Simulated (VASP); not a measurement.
A run of VASP 6.6.1:

File INCAR:

```
PREC = Accurate ; ENCUT = 520
EDIFF = 1E-6 ; ISMEAR = -1
SIGMA = 0.05 ; LREAL = False
LASPH = True ; NELM = 60
ALGO = Normal ; ISIF = 2
LWAVE = False ; LCHARG = True
GGA = PS ; LELF = True
LVHAR = True ; NBANDS = 23
```

The input KPOINTS:

```
regular mesh
0
Gamma
  8 8 4
```

POSCAR

```
Li2RuN2
1.0
    3.0615306448      0.0000000000      0.0000000000
   -1.5307653224      2.6513633129      0.0000000000
    0.0000000000      0.0000000000      5.0122298563
Li Ru N
2 1 2
Direct
    0.6666666667      0.3333333333      0.3657659891
    0.3333333333      0.6666666667      0.6342340109
    0.0000000000      0.0000000000      0.0000000000
    0.6666666667      0.3333333333      0.7808439566
    0.3333333333      0.6666666667      0.2191560434
```

Potentials or basis: VASP PAW PBE potentials, release 64 (Li_sv, Ru_pv, N).

The run is started by

```bash
$ cat potpaw_PBE.64/Li_sv/POTCAR potpaw_PBE.64/Ru_pv/POTCAR potpaw_PBE.64/N/POTCAR > POTCAR
$ mpirun -np 1 vasp_std > vasp.out
```

Hardware: 1 thread of Intel(R) Xeon(R) Platinum 8259CL CPU @ 2.50GHz (Skylake/Cascade Lake) (shared host).

**Question.** How long does it take, and how much memory?

**Answer.** Wall time 40 s on 1 thread of Intel(R) Xeon(R) Platinum 8259CL CPU @ 2.50GHz (Skylake/Cascade Lake), on a shared host, peak memory 0.17 GiB. Counts: scf iterations 14, k points 35.
